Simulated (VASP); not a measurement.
Al3Ni2: relaxation of cell and atoms with PBEsol

The system is Al3Ni2.

```
CELL_PARAMETERS angstrom
3.96551 0.00000 0.00000
-1.98275 3.43423 0.00000
0.00000 0.00000 4.81378
ATOMIC_POSITIONS crystal
Al 0.00000 0.00000 0.00000
Al 0.33333 0.66667 0.64778
Al 0.66667 0.33333 0.35222
Ni 0.33333 0.66667 0.14557
Ni 0.66667 0.33333 0.85443
```

```json
{
 "Program": "VASP 6.6.1",
 "Task": "relaxation of cell and atoms",
 "Functional": "PBEsol",
 "Potentials or basis": "VASP PAW PBE potentials, release 64 (Al, Ni)",
 "Cutoff": "600 eV",
 "k mesh": "12 × 12 × 8",
 "Occupations": "gaussian, width 0.1 eV",
 "Spin": "no spin polarisation",
 "Target pressure": "3 GPa",
 "Dipole correction": "no",
 "Further INCAR settings": "ALGO = Fast; EDIFF = 1e-06; IBRION = 2; EDIFFG = -0.008; NSW = 70; ISIF = 3"
}
```

The relaxed volume is 13.22 Å³/atom. The relaxed cell is a = 3.976 Å, b = 3.976 Å, c = 4.831 Å, α = 90.00°, β = 90.00°, γ = 120.00°, the space group after relaxing (to 0.05 Å) is P-3m1 (No. 164) and the energy change on relaxing (the enthalpy is what falls) is -2.6 meV/atom. The ionic steps are 8 and the pressure after relaxing is 3.0 GPa. The largest force after relaxing is 0.008 eV/Å.

Forces on the atoms (eV/Å):
```
Al   0.000  0.000  0.000
Al   0.000  0.000 -0.002
Al   0.000  0.000  0.002
Ni   0.000  0.000  0.008
Ni   0.000  0.000 -0.008
```

The path:
```tsv
step	energy change (eV)	largest force (eV/Å)	pressure (GPa)	volume (Å³)
1	0.0000	0.0504	4.40	65.56
2	-0.0211	0.0268	1.62	66.65
3	-0.0137	0.0154	2.97	66.14
4	-0.0134	0.0161	2.92	66.13
5	-0.0074	0.0335	3.54	65.84
6	-0.0129	0.0169	3.12	66.11
7	-0.0132	0.0159	3.10	66.12
8	-0.0132	0.0079	2.98	66.12
```

Final structure:
```
Al Ni
1.0
     3.97564    0.00000    0.00000
    -1.98782    3.44301    0.00000
     0.00000    0.00000    4.83051
Al Ni
3 2
Direct
  0.00000 0.00000 0.00000
  0.33333 0.66667 0.64752
  0.66667 0.33333 0.35248
  0.33333 0.66667 0.14594
  0.66667 0.33333 0.85406
```

Levels at points of the mesh, in eV from the Fermi level:
```tsv
k point	band 11	band 12	band 13	band 14	band 15	band 16	band 17	band 18
(0.00, 0.00, 0.00)	-1.72	-1.72	-1.33	1.29	1.29	3.21	3.21	4.48
(0.50, 0.00, 0.00)	-2.02	-1.90	-1.60	-1.57	-1.27	1.40	2.13	2.27
(0.00, 0.00, 0.50)	-1.83	-1.83	2.78	2.78	2.89	2.89	3.29	4.32
(0.50, 0.00, 0.50)	-1.95	-1.81	-1.77	-1.09	-0.33	1.57	2.16	3.34
```

Run time: 21 min on 1 thread of Oxide Virtual Turin-like Processor, on a shared host, peak memory 0.3 GiB.

Caveat: the cell is relaxed towards a set pressure, so the enthalpy falls and the energy may rise; the PAW data sets were made with another functional, which shifts forces and pressure a little. Spin polarisation is off, so any magnetic state and its effect on volume and gap are missing.
